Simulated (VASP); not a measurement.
# Bi in VASP: notebook

Bi is run at these levels: PBE; tasks: single point.

Program: VASP 6.6.1. These are calculated values, not measurements. Logs are shortened: lines on timing, memory, paths and dates and some standing lists are left out, and cuts for length are marked.

## Step 1: The cell of the first run

The cell holds a slab with vacuum, 2 atoms: a = 4.140 Å, b = 4.140 Å, c = 28.000 Å, α = 90.00°, β = 90.00°, γ = 120.00°.

## Step 2: Single point, PBE

File INCAR:

```
SYSTEM = Bi
ALGO = Normal ; DIPOL = 0.5 0.5 0.500
EDIFF = 1E-6 ; ENCUT = 520
GGA = PE ; IDIPOL = 3
ISIF = 2 ; ISMEAR = 0
LASPH = .TRUE. ; LCHARG = .TRUE.
LDIPOL = .TRUE. ; LELF = .TRUE.
LREAL = .FALSE. ; LVACPOTAV = .TRUE.
LVHAR = .TRUE. ; LWAVE = .FALSE.
NBANDS = 22 ; NELM = 60
PREC = Accurate ; SIGMA = 0.02
```

File KPOINTS:

```
k-points
0
G
  9 9 1
  0 0 0
```

File POSCAR:

```
Bi
1.0
    4.1400000000      0.0000000000      0.0000000000
   -2.0700000000      3.5853451717      0.0000000000
    0.0000000000      0.0000000000     28.0000000000
Bi
2
Direct
    0.3333333333      0.6666666667      0.5396071429
    0.6666666667      0.3333333333      0.4603928571
```

Potentials or basis: VASP PAW PBE potentials, release 64 (Bi_d).

Started as:

```console
$ cat potpaw_PBE.64/Bi_d/POTCAR > POTCAR
$ mpirun -np 1 vasp_std > vasp.out
```

OUTCAR:

```text
SYSTEM = Bi
   EDIFF = 1E-6
   ENCUT = 520
   GGA = PE
   ISIF = 2
   ISMEAR = 0
   LASPH = .TRUE.
   LREAL = .FALSE.
   NELM = 60
   PREC = Accurate

 ion  position               nearest neighbor table
   1  0.333  0.667  0.540-   2 3.26   2 3.26   2 3.26
   2  0.667  0.333  0.460-   1 3.26   1 3.26   1 3.26

  LATTYP: Found a hexagonal cell.
 ALAT       =     4.1400000000
 C/A-ratio  =     6.7632850242

  Lattice vectors:

 A1 = (   4.1400000000,   0.0000000000,   0.0000000000)
 A2 = (  -2.0700000000,   3.5853451717,   0.0000000000)
 A3 = (   0.0000000000,   0.0000000000,  28.0000000000)

Analysis of symmetry for initial positions (statically):
=====================================================================
 Subroutine PRICEL returns:
 Original cell was already a primitive cell.

 Routine SETGRP: Setting up the symmetry group for a
 hexagonal supercell.

 Subroutine GETGRP returns: Found 12 space group operations
 (whereof 12 operations were pure point group operations)
 out of a pool of 24 trial point group operations.

The static configuration has the point symmetry D_3d.

Analysis of symmetry for dynamics (positions and initial velocities):
=====================================================================
 Subroutine PRICEL returns:
 Original cell was already a primitive cell.

 Routine SETGRP: Setting up the symmetry group for a
 hexagonal supercell.

 Subroutine GETGRP returns: Found 12 space group operations
 (whereof 12 operations were pure point group operations)
 out of a pool of 24 trial point group operations.

The dynamic configuration has the point symmetry D_3d.

 Subroutine INISYM returns: Found 12 space group operations
 (whereof 12 operations are pure point group operations),
 and found     1 'primitive' translations

----------------------------------------------------------------------------------------

                                     Primitive cell

  volume of cell :     415.6132

  direct lattice vectors                    reciprocal lattice vectors
     4.140000000  0.000000000  0.000000000     0.241545894  0.139456587  0.000000000
    -2.070000000  3.585345172  0.000000000     0.000000000  0.278913174  0.000000000
     0.000000000  0.000000000 28.000000000     0.000000000  0.000000000  0.035714286

  length of vectors
     4.140000000  4.140000000 28.000000000     0.278913174  0.278913174  0.035714286

  position of ions in fractional coordinates (direct lattice)
     0.333333333  0.666666667  0.539607143
     0.666666667  0.333333333  0.460392857

  ion indices of the primitive-cell ions
[... 66 lines left out ...]
   IBRION =     -1    ionic relax: 0-MD 1-quasi-New 2-CG
   NFREE  =      0    steps in history (QN), initial steepest desc. (CG)
   ISIF   =      2    stress and relaxation
   ISYM   =      2    0-nonsym 1-usesym 2-fastsym
   POTIM  = 0.5000    time-step for ionic-motion
   TEBEG  =    0.0;   TEEND  =   0.0 temperature during run
   PSTRESS=    0.0 pullay stress
   NELECT =      30.0000    total number of electrons
   NUPDOWN=      -1.0000    fix difference up-down
   EMIN   =  10.00;   EMAX   =-10.00  energy-range for DOS
   EFERMI =   0.00;   METHOD = LEGACY
   ISMEAR =     0;   SIGMA  =   0.02  broadening in eV -4-tet -1-fermi 0-gaus
   EFERMI_NEDOS =   21; number of points for ismear=-14 and -15
   IALGO  =     38    algorithm
   IMIX   =      4    mixing-type and parameters
     AMIX     =   0.40;   BMIX     =  1.00
     AMIX_MAG =   1.60;   BMIX_MAG =  1.00
  volume/ion in A,a.u.               =     207.81      1402.35
  Fermi-wavevector in a.u.,A,eV,Ry     =   0.681635  1.288104  6.321632  0.464627
  Thomas-Fermi vector in A             =   1.760475
   LORBIT       =      0    0 simple, 1 ext, 2 COOP (PROOUT), +10 PAW based schemes
   GGA     = PE    functional components
   LHFCALC =     F    Hartree Fock is set to
   AEXX    =    0.0000 exact exchange contribution
   IVDW    =     0    specifies the selected vdW correction
   LEPSILON=     F    determine dielectric tensor
   LRPA    =     F    only Hartree local field effects (RPA)
 non-spin polarized calculation
 Gauss-broadening in eV      SIGMA  =   0.02
  energy-cutoff  :      520.00
  volume of cell :      415.61
 maximum number of plane-waves:     11247
 NGX is ok and might be reduce to    32
   NGX = 15   NGY = 15   NGZ =105

 dipolmoment           0.000000      0.000000      0.000000 electrons x Angstroem

 number of electron      29.9999993 magnetization

 dipolmoment           0.000000      0.000000     -0.000000 electrons x Angstroem

 Free energy of the ion-electron system (eV)
  ---------------------------------------------------
  ext. energy  EPLUGINS =         0.00000000
  ---------------------------------------------------
  free energy    TOTEN  =        -7.04344607 eV

  energy without entropy =       -7.04344607  energy(sigma->0) =       -7.04344607

 E-fermi :  -1.8222     XC(G=0):  -2.1841

 val. band max:       -1.9094888722   @ k =   0.3333   0.0000   0.0000
 cond. band min:      -1.6087686327   @ k =   0.3333   0.2222   0.0000
 fundamental gap:      0.3007202395
 Fermi energy:        -1.8222012310

 k-point     1 :       0.0000    0.0000    0.0000
  band No.  band energies     occupation
      1     -24.9153      2.00000
      2     -24.9153      2.00000
      3     -24.8580      2.00000
      4     -24.8547      2.00000
      5     -24.8547      2.00000
      6     -24.7817      2.00000
[... 289 lines left out ...]
     21       4.3484      0.00000
     22       4.7071      0.00000

------------------------ aborting loop because EDIFF is reached ----------------------------------------

  FORCE on cell =-STRESS in cart. coord.  units (eV):
  Direction    XX          YY          ZZ          XY          YZ          ZX
  --------------------------------------------------------------------------------------
  -------------------------------------------------------------------------------------
  Total       -1.4036475     -1.4036475     -4.0206375      0.0000000      0.0000000     -0.0000000
  in kB       -5.4110219     -5.4110219    -15.4994451      0.0000000      0.0000000     -0.0000000
  external PRESSURE =      -8.7738296 kB  Pullay stress =       0.0000000 kB

 VOLUME and BASIS-vectors are now :
 -----------------------------------------------------------------------------
  energy-cutoff  :      520.00
  volume of cell :      415.61
      direct lattice vectors                 reciprocal lattice vectors
     4.140000000  0.000000000  0.000000000     0.241545894  0.139456587  0.000000000
    -2.070000000  3.585345172  0.000000000     0.000000000  0.278913174  0.000000000
     0.000000000  0.000000000 28.000000000     0.000000000  0.000000000  0.035714286

 POSITION                                       TOTAL-FORCE (eV/Angst)
 -----------------------------------------------------------------------------------
     -0.00000      2.39023     15.10900         0.000000      0.000000     -1.798196
      2.07000      1.19512     12.89100        -0.000000     -0.000000      1.798196
 -----------------------------------------------------------------------------------
    total drift:                                0.000000      0.000000     -0.000000

  FREE ENERGIE OF THE ION-ELECTRON SYSTEM (eV)
  ---------------------------------------------------
  free  energy   TOTEN  =        -7.0434460747 eV

  energy  without entropy=       -7.0434460747  energy(sigma->0) =       -7.04344607

 vacuum level on the upper side and lower side of the slab         1.732         1.732
```

stdout:

```text
POSCAR found type information on POSCAR Bi
 POSCAR found :  1 types and       2 ions
 scaLAPACK will be used
 LDA part: xc-table for (Slater+PW92), standard interpolation
 POSCAR, INCAR and KPOINTS ok, starting setup
 FFT: planning ... GRIDC
 FFT: planning ... GRID_SOFT
 FFT: planning ... GRID
 WAVECAR not read
 entering main loop
 -----------------------------------------------------------------------------
|                                                                             |
|           W    W    AA    RRRRR   N    N  II  N    N   GGGG   !!!           |
|           W    W   A  A   R    R  NN   N  II  NN   N  G    G  !!!           |
|           W    W  A    A  R    R  N N  N  II  N N  N  G       !!!           |
|           W WW W  AAAAAA  RRRRR   N  N N  II  N  N N  G  GGG   !            |
|           WW  WW  A    A  R   R   N   NN  II  N   NN  G    G                |
|           W    W  A    A  R    R  N    N  II  N    N   GGGG   !!!           |
|                                                                             |
|     Did not find any points to average over, which means that no vacuum     |
|     field-free region was found. Please increase the size of  your cell     |
|     in the dimension of the dipole correction to obtain accurate            |
|     workfunction values.                                                    |
|                                                                             |
 -----------------------------------------------------------------------------
```

Wall time 87 s (1 thread of Intel Xeon 6975P-C (Granite Rapids), shared host); peak memory 0.52 GiB.

What came out:

```yaml
Free_energy: -7.0434 eV
Largest_force: 1.798 eV/Å
Band_gap_on_the_k_mesh: zero (band 15 reaches -1.14 eV, above the bottom of band 16 at -1.98 eV)
```

Forces in eV/Å, atoms in the order of the input:
```
Bi   0.000  0.000 -1.798
Bi   0.000  0.000  1.798
```

Caveat: spin-orbit coupling is left out, which moves the levels of the heavy elements.

## Step 3: Single point, PBE

File INCAR:

```
SYSTEM = Bi
PREC = Accurate
ENCUT = 520
EDIFF = 1E-7
ISMEAR = 0
SIGMA = 0.02
LREAL = .FALSE.
LASPH = .TRUE.
NELM = 60
ALGO = Normal
ISIF = 2
LWAVE = .FALSE.
LCHARG = .TRUE.
LDIPOL = .TRUE.
IDIPOL = 3
DIPOL = 0.5 0.5 0.500
GGA = PE
LELF = .TRUE.
LVHAR = .TRUE.
LVACPOTAV = .TRUE.
NBANDS = 22
```

File KPOINTS:

```
Automatic mesh
0
G
  9 9 1
  0 0 0
```

File POSCAR:

```
Bi
1.0
    4.1400000000      0.0000000000      0.0000000000
   -2.0700000000      3.5853451717      0.0000000000
    0.0000000000      0.0000000000     28.0000000000
Bi
2
Direct
    0.3333333333      0.6666666667      0.5066071429
    0.6666666667      0.3333333333      0.4933928571
```

Potentials or basis: VASP PAW PBE potentials, release 64 (Bi_d).

Started as:

```console
$ cat potpaw_PBE.64/Bi_d/POTCAR > POTCAR
$ mpirun -np 1 vasp_std > vasp.out
```

Wall time 92 s (1 thread of Intel Xeon 6975P-C (Granite Rapids), shared host); peak memory 0.51 GiB.

Results (log left out):

```
Free energy                     : -0.3659 eV
Largest force                   : 4.516 eV/Å
Band gap on the k mesh          : zero (band 15 reaches -1.72 eV, above the bottom of band 16 at -2.30 eV)
Work function of the upper face : 3.53 eV
Work function of the lower face : 3.53 eV
```

Forces in eV/Å, atoms in the order of the input:
```
Bi   0.000  0.000  4.516
Bi   0.000  0.000 -4.516
```

Levels at points of the mesh, in eV from the Fermi level:
| k point | band 13 | band 14 | band 15 | band 16 | band 17 | band 18 |
| --- | --- | --- | --- | --- | --- | --- |
| (0.00, 0.00, 0.00) | -3.55 | -2.89 | -2.89 | 1.55 | 2.29 | 2.29 |

Caveat: spin-orbit coupling is left out, which moves the levels of the heavy elements.
